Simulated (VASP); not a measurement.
# Mg6NO6 in VASP: notebook

The runs below take Mg6NO6 through single point, with PBE.

Program: VASP 6.6.1. These are calculated values, not measurements. Logs are shortened: lines on timing, memory, paths and dates and some standing lists are left out, and cuts for length are marked.

### Step 1. The cell of the first run

The cell holds a slab with vacuum, 26 atoms: a = 6.017 Å, b = 6.017 Å, c = 20.880 Å, α = 90.00°, β = 90.00°, γ = 90.00°.

### Step 2. Single point, PBE

INCAR reads:

```
ALGO = Normal ; DIPOL = 0.5 0.5 0.318
EDIFF = 1E-6 ; ENCUT = 520
GGA = PE ; IDIPOL = 3
ISIF = 2 ; ISMEAR = 0
LASPH = T ; LCHARG = T
LDIPOL = T ; LELF = T
LREAL = Auto ; LVACPOTAV = T
LVHAR = T ; LWAVE = F
NBANDS = 72 ; NELM = 80
PREC = Accurate ; SIGMA = 0.05
```

KPOINTS reads:

```
k-points
0
Gamma
  5 5 1
```

POSCAR reads:

```
Mg6NO6
1.0
    6.0171792582      0.0000000000      0.0000000000
    0.0000000000      6.0171792582      0.0000000000
    0.0000000000      0.0000000000     20.8799623436
Mg O N
12 12 2
Direct
    0.2500000000      0.2500000000      0.1915712267
    0.2500000000      0.7500000000      0.1915712267
    0.7500000000      0.2500000000      0.1915712267
    0.7500000000      0.7500000000      0.1915712267
    0.0000000000      0.0000000000      0.2936999204
    0.0000000000      0.5000000000      0.2936999204
    0.5000000000      0.0000000000      0.2936999204
    0.5000000000      0.5000000000      0.2936999204
    0.2500000000      0.2500000000      0.3942063725
    0.2500000000      0.7500000000      0.3942063725
    0.7500000000      0.2500000000      0.3942063725
    0.7500000000      0.7500000000      0.3942063725
    0.0000000000      0.0000000000      0.1915712267
    0.0000000000      0.5000000000      0.1915712267
    0.5000000000      0.0000000000      0.1915712267
    0.5000000000      0.5000000000      0.1915712267
    0.2500000000      0.2500000000      0.2932336620
    0.2500000000      0.7500000000      0.2932336620
    0.7500000000      0.2500000000      0.2932336620
    0.7500000000      0.7500000000      0.2932336620
    0.0000000000      0.0000000000      0.3965506358
    0.0000000000      0.5000000000      0.3965506358
    0.5000000000      0.0000000000      0.3965506358
    0.5000000000      0.5000000000      0.3965506358
    0.0000000000      0.1250000000      0.5895668662
    0.0000000000      0.1250000000      0.6423526020
```

Potentials or basis: VASP PAW PBE potentials, release 64 (Mg, O, N).

The run is started by

```sh
cat potpaw_PBE.64/Mg/POTCAR potpaw_PBE.64/O/POTCAR potpaw_PBE.64/N/POTCAR > POTCAR
mpirun -np 1 vasp_std > vasp.out
```

OUTCAR:

```text
EDIFF = 1E-6
   ENCUT = 520
   GGA = PE
   ISIF = 2
   ISMEAR = 0
   LASPH = T
   LREAL = Auto
   NELM = 80
   PREC = Accurate

 ion  position               nearest neighbor table
   1  0.250  0.250  0.192-  17 2.12  14 2.13  15 2.13  16 2.13  13 2.13   3 3.01   2 3.01   2 3.01
                             3 3.01   8 3.01   5 3.01   6 3.01   7 3.01
   2  0.250  0.750  0.192-  18 2.12  14 2.13  15 2.13  16 2.13  13 2.13   4 3.01   1 3.01   1 3.01
                             4 3.01   8 3.01   5 3.01   6 3.01   7 3.01
   3  0.750  0.250  0.192-  19 2.12  14 2.13  15 2.13  16 2.13  13 2.13   4 3.01   1 3.01   4 3.01
                             1 3.01   8 3.01   5 3.01   6 3.01   7 3.01
   4  0.750  0.750  0.192-  20 2.12  14 2.13  15 2.13  16 2.13  13 2.13   3 3.01   2 3.01   3 3.01
                             2 3.01   8 3.01   5 3.01   6 3.01   7 3.01
   5  0.000  0.000  0.294-  17 2.13  18 2.13  19 2.13  20 2.13  13 2.13  21 2.15  11 2.99  12 2.99
                             9 2.99  10 2.99   6 3.01   7 3.01   6 3.01   7 3.01   3 3.01   4 3.01
   6  0.000  0.500  0.294-  17 2.13  18 2.13  19 2.13  20 2.13  14 2.13  22 2.15  11 2.99  12 2.99
                             9 2.99  10 2.99   5 3.01   8 3.01   5 3.01   8 3.01   3 3.01   4 3.01
   7  0.500  0.000  0.294-  17 2.13  18 2.13  19 2.13  20 2.13  15 2.13  23 2.15  11 2.99  12 2.99
                             9 2.99  10 2.99   5 3.01   8 3.01   8 3.01   5 3.01   3 3.01   4 3.01
   8  0.500  0.500  0.294-  17 2.13  18 2.13  19 2.13  20 2.13  16 2.13  24 2.15  11 2.99  12 2.99
                             9 2.99  10 2.99   6 3.01   7 3.01   7 3.01   6 3.01   3 3.01   4 3.01
   9  0.250  0.250  0.394-  17 2.11  21 2.13  22 2.13  23 2.13  24 2.13   6 2.99   7 2.99   8 2.99
[... 4 lines left out ...]
                             5 2.99  12 3.01   9 3.01  12 3.01   9 3.01
  12  0.750  0.750  0.394-  20 2.11  21 2.13  22 2.13  23 2.13  24 2.13   6 2.99   7 2.99   8 2.99
                             5 2.99  11 3.01  10 3.01  11 3.01  10 3.01
  13  0.000  0.000  0.192-   1 2.13   2 2.13   3 2.13   4 2.13   5 2.13
  14  0.000  0.500  0.192-   1 2.13   2 2.13   3 2.13   4 2.13   6 2.13
  15  0.500  0.000  0.192-   1 2.13   2 2.13   3 2.13   4 2.13   7 2.13
  16  0.500  0.500  0.192-   1 2.13   2 2.13   3 2.13   4 2.13   8 2.13
  17  0.250  0.250  0.293-   9 2.11   1 2.12   6 2.13   7 2.13   8 2.13   5 2.13
  18  0.250  0.750  0.293-  10 2.11   2 2.12   6 2.13   7 2.13   8 2.13   5 2.13
  19  0.750  0.250  0.293-  11 2.11   3 2.12   6 2.13   7 2.13   8 2.13   5 2.13
  20  0.750  0.750  0.293-  12 2.11   4 2.12   6 2.13   7 2.13   8 2.13   5 2.13
  21  0.000  0.000  0.397-   9 2.13  10 2.13  11 2.13  12 2.13   5 2.15
  22  0.000  0.500  0.397-   9 2.13  10 2.13  11 2.13  12 2.13   6 2.15
  23  0.500  0.000  0.397-   9 2.13  10 2.13  11 2.13  12 2.13   7 2.15
  24  0.500  0.500  0.397-   9 2.13  10 2.13  11 2.13  12 2.13   8 2.15
  25  0.000  0.125  0.590-  26 1.10
  26  0.000  0.125  0.642-  25 1.10

  LATTYP: Found a simple tetragonal cell.
 ALAT       =     6.0171792582
 C/A-ratio  =     3.4700582196

  Lattice vectors:

 A1 = (   6.0171792582,   0.0000000000,   0.0000000000)
 A2 = (   0.0000000000,   6.0171792582,   0.0000000000)
 A3 = (   0.0000000000,   0.0000000000,  20.8799623436)

Analysis of symmetry for initial positions (statically):
=====================================================================
 Subroutine PRICEL returns:
 Original cell was already a primitive cell.

 Routine SETGRP: Setting up the symmetry group for a
 simple tetragonal supercell.

 Subroutine GETGRP returns: Found  2 space group operations
 (whereof  2 operations were pure point group operations)
 out of a pool of 16 trial point group operations.

The static configuration has the point symmetry C_1h.

Analysis of symmetry for dynamics (positions and initial velocities):
=====================================================================
 Subroutine PRICEL returns:
 Original cell was already a primitive cell.

 Routine SETGRP: Setting up the symmetry group for a
 simple tetragonal supercell.

 Subroutine GETGRP returns: Found  2 space group operations
 (whereof  2 operations were pure point group operations)
 out of a pool of 16 trial point group operations.

The dynamic configuration has the point symmetry C_1h.

 Subroutine INISYM returns: Found  2 space group operations
 (whereof  2 operations are pure point group operations),
 and found     1 'primitive' translations

----------------------------------------------------------------------------------------

                                     Primitive cell

  volume of cell :     755.9892

  direct lattice vectors                    reciprocal lattice vectors
     6.017179258  0.000000000  0.000000000     0.166190827  0.000000000  0.000000000
     0.000000000  6.017179258  0.000000000     0.000000000  0.166190827  0.000000000
     0.000000000  0.000000000 20.879962344     0.000000000  0.000000000  0.047892807

  length of vectors
     6.017179258  6.017179258 20.879962344     0.166190827  0.166190827  0.047892807

  position of ions in fractional coordinates (direct lattice)
     0.250000000  0.250000000  0.191571227
     0.250000000  0.750000000  0.191571227
     0.750000000  0.250000000  0.191571227
     0.750000000  0.750000000  0.191571227
     0.000000000  0.000000000  0.293699920
     0.000000000  0.500000000  0.293699920
[... 18 lines left out ...]
     0.000000000  0.125000000  0.589566866
     0.000000000  0.125000000  0.642352602

  ion indices of the primitive-cell ions
   primitive index   ion index
                 1           1
                 2           2
                 3           3
                 4           4
                 5           5
                 6           6
[... 18 lines left out ...]
                25          25
                26          26

----------------------------------------------------------------------------------------

 KPOINTS: k-points

Automatic generation of k-mesh.
 Grid dimensions read from file:
 generate k-points for:    5    5    1

 Generating k-lattice:

  Cartesian coordinates                     Fractional coordinates (reciprocal lattice)
     0.033238165  0.000000000  0.000000000     0.200000000  0.000000000  0.000000000
     0.000000000  0.033238165  0.000000000     0.000000000  0.200000000  0.000000000
     0.000000000  0.000000000  0.047892807     0.000000000  0.000000000  1.000000000

  Length of vectors
     0.033238165  0.033238165  0.047892807

  Shift w.r.t. Gamma in fractional coordinates (k-lattice)
     0.000000000  0.000000000  0.000000000

 Subroutine IBZKPT returns following result:
 ===========================================

 Found      9 irreducible k-points:

 Following reciprocal coordinates:
            Coordinates               Weight
  0.000000  0.000000  0.000000      1.000000
  0.200000  0.000000  0.000000      2.000000
  0.000000  0.200000  0.000000      2.000000
  0.400000  0.000000  0.000000      2.000000
  0.000000  0.400000  0.000000      2.000000
  0.200000  0.200000  0.000000      4.000000
  0.400000  0.200000  0.000000      4.000000
 -0.200000  0.400000  0.000000      4.000000
  0.400000  0.400000  0.000000      4.000000
   k-points           NKPTS =      9   k-points in BZ     NKDIM =      9   number of bands    NBANDS=     72
   number of dos      NEDOS =    301   number of ions     NIONS =     26
   total plane-waves  NPLWV = 368640
   dimension x,y,z NGX =    48 NGY =   48 NGZ =  160
   dimension x,y,z NGXF=    96 NGYF=   96 NGZF=  320
   ions per type =              12  12   2
   NGX,Y,Z   is equivalent  to a cutoff of  13.26, 13.26, 12.74 a.u.
   NGXF,Y,Z  is equivalent  to a cutoff of  26.52, 26.52, 25.48 a.u.
 SYSTEM =  unknown system
   PREC   = accura    normal or accurate (medium, high low for compatibility)
   ISTART =      0    job   : 0-new  1-cont  2-samecut
   ICHARG =      2    charge: 1-file 2-atom 10-const
   ISPIN  =      1    spin polarized calculation?
   LNONCOLLINEAR =      F non collinear calculations
   LSORBIT =      F    spin-orbit coupling
   LASPH  =      T    aspherical Exc in radial PAW
   ENCUT  =  520.0 eV  38.22 Ry    6.18 a.u.  11.19 11.19 38.82*2*pi/ulx,y,z
   NELM   =     80;   NELMIN=  2; NELMDL= -5     # of ELM steps
   EDIFF  = 0.1E-05   stopping-criterion for ELM
   LREAL  =      T    real-space projection
   EDIFFG = 0.1E-04   stopping-criterion for IOM
   NSW    =      0    number of steps for IOM
   IBRION =     -1    ionic relax: 0-MD 1-quasi-New 2-CG
   NFREE  =      0    steps in history (QN), initial steepest desc. (CG)
   ISIF   =      2    stress and relaxation
   ISYM   =      2    0-nonsym 1-usesym 2-fastsym
   POTIM  = 0.5000    time-step for ionic-motion
   TEBEG  =    0.0;   TEEND  =   0.0 temperature during run
   PSTRESS=    0.0 pullay stress
   NELECT =     106.0000    total number of electrons
   NUPDOWN=      -1.0000    fix difference up-down
   EMIN   =  10.00;   EMAX   =-10.00  energy-range for DOS
   EFERMI =   0.00;   METHOD = LEGACY
   ISMEAR =     0;   SIGMA  =   0.05  broadening in eV -4-tet -1-fermi 0-gaus
   EFERMI_NEDOS =   21; number of points for ismear=-14 and -15
   IALGO  =     38    algorithm
   IMIX   =      4    mixing-type and parameters
     AMIX     =   0.40;   BMIX     =  1.00
     AMIX_MAG =   1.60;   BMIX_MAG =  1.00
  volume/ion in A,a.u.               =      29.08       196.22
  Fermi-wavevector in a.u.,A,eV,Ry     =   0.850495  1.607202  9.841654  0.723341
  Thomas-Fermi vector in A             =   1.966481
   LORBIT       =      0    0 simple, 1 ext, 2 COOP (PROOUT), +10 PAW based schemes
   GGA     = PE    functional components
   LHFCALC =     F    Hartree Fock is set to
   AEXX    =    0.0000 exact exchange contribution
   IVDW    =     0    specifies the selected vdW correction
   LEPSILON=     F    determine dielectric tensor
   LRPA    =     F    only Hartree local field effects (RPA)
 non-spin polarized calculation
 Gauss-broadening in eV      SIGMA  =   0.05
  energy-cutoff  :      520.00
  volume of cell :      755.99
 maximum number of plane-waves:     20372
 NGX is ok and might be reduce to    48
   NGX = 23   NGY = 23   NGZ = 77

 dipolmoment           0.000000      0.000000     -0.009135 electrons x Angstroem

 number of electron     106.0000009 magnetization

 dipolmoment           0.000000      0.000000      0.080067 electrons x Angstroem

 Free energy of the ion-electron system (eV)
  ---------------------------------------------------
  ext. energy  EPLUGINS =         0.00000000
  ---------------------------------------------------
  free energy    TOTEN  =      -155.45360242 eV

  energy without entropy =     -155.45360242  energy(sigma->0) =     -155.45360242

 E-fermi :  -2.0522     XC(G=0):  -4.6056

 val. band max:       -2.3717955897   @ k =   0.0000   0.0000   0.0000
 cond. band min:       0.7123063236   @ k =   0.4000   0.0000   0.0000
 fundamental gap:      3.0841019133
 Fermi energy:        -2.0521961023

 k-point     1 :       0.0000    0.0000    0.0000
  band No.  band energies     occupation
      1     -25.5907      2.00000
      2     -19.1019      2.00000
      3     -18.3415      2.00000
      4     -18.2864      2.00000
      5     -18.2864      2.00000
      6     -17.9831      2.00000
[... 601 lines left out ...]
     64       4.1293      0.00000
     65       4.3914      0.00000
 [bands above 65 left out]

------------------------ aborting loop because EDIFF is reached ----------------------------------------

  FORCE on cell =-STRESS in cart. coord.  units (eV):
  Direction    XX          YY          ZZ          XY          YZ          ZX
  --------------------------------------------------------------------------------------
  -------------------------------------------------------------------------------------
  Total      -16.2611579    -16.2441769      1.0696501      0.0000000      0.0201349      0.0000000
  in kB      -34.4624730    -34.4264849      2.2669228      0.0000000      0.0426721      0.0000000
  external PRESSURE =     -22.2073451 kB  Pullay stress =       0.0000000 kB

 VOLUME and BASIS-vectors are now :
 -----------------------------------------------------------------------------
  energy-cutoff  :      520.00
  volume of cell :      755.99
      direct lattice vectors                 reciprocal lattice vectors
     6.017179258  0.000000000  0.000000000     0.166190827  0.000000000  0.000000000
     0.000000000  6.017179258  0.000000000     0.000000000  0.166190827  0.000000000
     0.000000000  0.000000000 20.879962344     0.000000000  0.000000000  0.047892807

 POSITION                                       TOTAL-FORCE (eV/Angst)
 -----------------------------------------------------------------------------------
      1.50429      1.50429      4.00000         0.000222      0.000076      0.452644
      1.50429      4.51288      4.00000         0.000092     -0.000029      0.452974
      4.51288      1.50429      4.00000        -0.000222      0.000076      0.452644
      4.51288      4.51288      4.00000        -0.000092     -0.000029      0.452974
      0.00000      0.00000      6.13244         0.000000     -0.001050     -0.013972
      0.00000      3.00859      6.13244         0.000000      0.000761     -0.021604
[... 18 lines left out ...]
      0.00000      0.75215     12.31013         0.000000      0.009768     -1.748423
      0.00000      0.75215     13.41230         0.000000     -0.004010      1.748205
 -----------------------------------------------------------------------------------
    total drift:                                0.000000     -0.000127      0.030594

  FREE ENERGIE OF THE ION-ELECTRON SYSTEM (eV)
  ---------------------------------------------------
  free  energy   TOTEN  =      -155.4536024209 eV

  energy  without entropy=     -155.4536024209  energy(sigma->0) =     -155.45360242

 vacuum level on the upper side and lower side of the slab         2.884         2.484
```

It took 20 min on 1 thread of Oxide Virtual Turin-like, shared host; peak memory 0.85 GiB.

What came out:

* Free energy: -155.4536 eV
* Largest force: 1.748 eV/Å
* Band gap on the k mesh: 3.08 eV (least direct gap 3.13 eV)

Forces in eV/Å, atoms in the order of the input:
```
Mg   0.000  0.000  0.453
Mg   0.000  0.000  0.453
Mg   0.000  0.000  0.453
Mg   0.000  0.000  0.453
Mg   0.000 -0.001 -0.014
Mg   0.000  0.001 -0.022
Mg   0.000  0.000 -0.023
Mg   0.000  0.000 -0.026
Mg  -0.015 -0.010 -0.032
Mg  -0.011  0.009 -0.048
Mg   0.015 -0.010 -0.032
Mg   0.011  0.009 -0.048
O    0.000  0.000 -0.424
O    0.000  0.000 -0.424
O    0.000  0.000 -0.424
O    0.000  0.000 -0.424
O    0.003  0.002  0.030
O    0.003 -0.002  0.029
O   -0.003  0.002  0.030
O   -0.003 -0.002  0.029
O    0.000 -0.008 -0.020
O    0.000  0.005  0.006
O    0.000 -0.002  0.011
O    0.000  0.001  0.016
N    0.000  0.010 -1.748
N    0.000 -0.004  1.748
```

Caveat: the standard files for N, O and F lose accuracy on very short bonds.

### Step 3. Single point, PBE

INCAR reads:

```
PREC = Accurate ; ENCUT = 520
EDIFF = 1E-6 ; ISMEAR = 0
SIGMA = 0.05 ; LREAL = Auto
LASPH = True ; NELM = 80
ALGO = Normal ; ISIF = 2
LWAVE = False ; LCHARG = True
LDIPOL = True ; IDIPOL = 3
DIPOL = 0.5 0.5 0.317 ; GGA = PE
LELF = True ; LVHAR = True
LVACPOTAV = True ; NBANDS = 72
```

KPOINTS reads:

```
Automatic mesh
0
Gamma
  5 5 1
```

POSCAR: that of step 2 with these lines changed.

```diff
@@ -32,3 +32,3 @@
     0.5000000000      0.5000000000      0.3965506358
-    0.0000000000      0.1250000000      0.5895668662
-    0.0000000000      0.1250000000      0.6423526020
+    0.0625000000      0.2500000000      0.5749322298
+    0.0625000000      0.2500000000      0.6277182726
```

Potentials or basis: VASP PAW PBE potentials, release 64 (Mg, O, N).

The run is started by

```sh
cat potpaw_PBE.64/Mg/POTCAR potpaw_PBE.64/O/POTCAR potpaw_PBE.64/N/POTCAR > POTCAR
mpirun -np 1 vasp_std > vasp.out
```

Wall time 35 min (1 thread of Oxide Virtual Turin-like, shared host); peak memory 0.86 GiB.

Results (log left out):

```yaml
Free_energy: -155.4580 eV
Largest_force: 1.748 eV/Å
Band_gap_on_the_k_mesh: 3.06 eV (least direct gap 3.11 eV)
```

Forces in eV/Å, atoms in the order of the input:
```
Mg   0.000  0.000  0.452
Mg   0.000  0.000  0.453
Mg   0.000  0.000  0.452
Mg   0.000  0.000  0.453
Mg  -0.001 -0.002 -0.017
Mg  -0.001  0.002 -0.017
Mg   0.000 -0.001 -0.026
Mg   0.000  0.001 -0.026
Mg  -0.024  0.000 -0.012
Mg  -0.014  0.000 -0.054
Mg   0.020  0.000 -0.037
Mg   0.014  0.000 -0.058
O    0.000  0.000 -0.424
O    0.000  0.000 -0.424
O    0.000  0.000 -0.424
O    0.000  0.000 -0.424
O    0.003  0.000  0.030
O    0.004  0.000  0.029
O   -0.003  0.000  0.030
O   -0.005  0.000  0.028
O   -0.004 -0.014 -0.010
O   -0.004  0.014 -0.010
O    0.002 -0.003  0.017
O    0.002  0.003  0.017
N    0.014  0.000 -1.748
N   -0.005  0.000  1.747
```

Levels at points of the mesh, in eV from the valence-band top:
| k point | band 49 | band 50 | band 51 | band 52 | band 53 | band 54 | band 55 | band 56 | band 57 | band 58 |
| --- | --- | --- | --- | --- | --- | --- | --- | --- | --- | --- |
| (0.00, 0.00, 0.00) | -0.37 | -0.20 | -0.20 | 0.00 | 0.00 | 3.12 | 3.15 | 3.24 | 3.88 | 4.73 |

Caveat: the standard files for N, O and F lose accuracy on very short bonds.

### Step 4. Single point, PBE

INCAR reads:

```
PREC = Accurate ; ENCUT = 520
EDIFF = 1E-6 ; ISMEAR = 0
SIGMA = 0.05 ; LREAL = Auto
LASPH = T ; NELM = 100
ALGO = Normal ; ISIF = 2
LWAVE = F ; LCHARG = F
LDIPOL = T ; IDIPOL = 3
DIPOL = 0.5 0.5 0.314 ; GGA = PE
NBANDS = 72
```

KPOINTS is that of step 3.

POSCAR: that of step 3 with these lines changed.

```diff
@@ -32,3 +32,3 @@
     0.5000000000      0.5000000000      0.3965506358
-    0.0625000000      0.2500000000      0.5749322298
-    0.0625000000      0.2500000000      0.6277182726
+    0.1875000000      0.2500000000      0.5311894669
+    0.1875000000      0.2500000000      0.5839797968
```

The run is started by

```sh
cat potpaw_PBE.64/Mg/POTCAR potpaw_PBE.64/O/POTCAR potpaw_PBE.64/N/POTCAR > POTCAR
mpirun -np 1 vasp_std > vasp.out
```

Run time: 37 min. Hardware: 1 thread of Oxide Virtual Turin-like, shared host; peak memory 0.86 GiB.

It converged, with:

```yaml
Free_energy: -155.4829 eV
Largest_force: 1.753 eV/Å
Band_gap_on_the_k_mesh: 2.94 eV (least direct gap 2.98 eV)
```

Forces in eV/Å, atoms in the order of the input:
```
Mg   0.000  0.000  0.451
Mg   0.000  0.000  0.452
Mg   0.000  0.000  0.452
Mg   0.000  0.000  0.455
Mg  -0.005 -0.006 -0.017
Mg  -0.005  0.006 -0.017
Mg   0.004 -0.003 -0.028
Mg   0.004  0.003 -0.028
Mg  -0.038  0.000  0.139
Mg  -0.013  0.000 -0.087
Mg   0.013  0.000 -0.087
Mg   0.015  0.000 -0.093
O    0.001  0.001 -0.423
O    0.001 -0.001 -0.423
O   -0.001  0.001 -0.424
O   -0.001 -0.001 -0.424
O    0.003  0.000  0.034
O    0.005  0.000  0.032
O   -0.004  0.000  0.033
O   -0.007  0.000  0.021
O   -0.040 -0.046 -0.024
O   -0.040  0.046 -0.024
O    0.019 -0.018  0.019
O    0.019  0.018  0.019
N    0.112  0.000 -1.750
N   -0.042  0.000  1.741
```

Levels at points of the mesh, in eV from the valence-band top:
```csv
k point,band 49,band 50,band 51,band 52,band 53,band 54,band 55,band 56,band 57,band 58
"(0.00, 0.00, 0.00)",-0.37,-0.20,-0.20,0.00,0.00,2.99,3.01,3.27,3.94,4.79
```

Caveat: the standard files for N, O and F lose accuracy on very short bonds.

(Continued in part 2 of 2.)
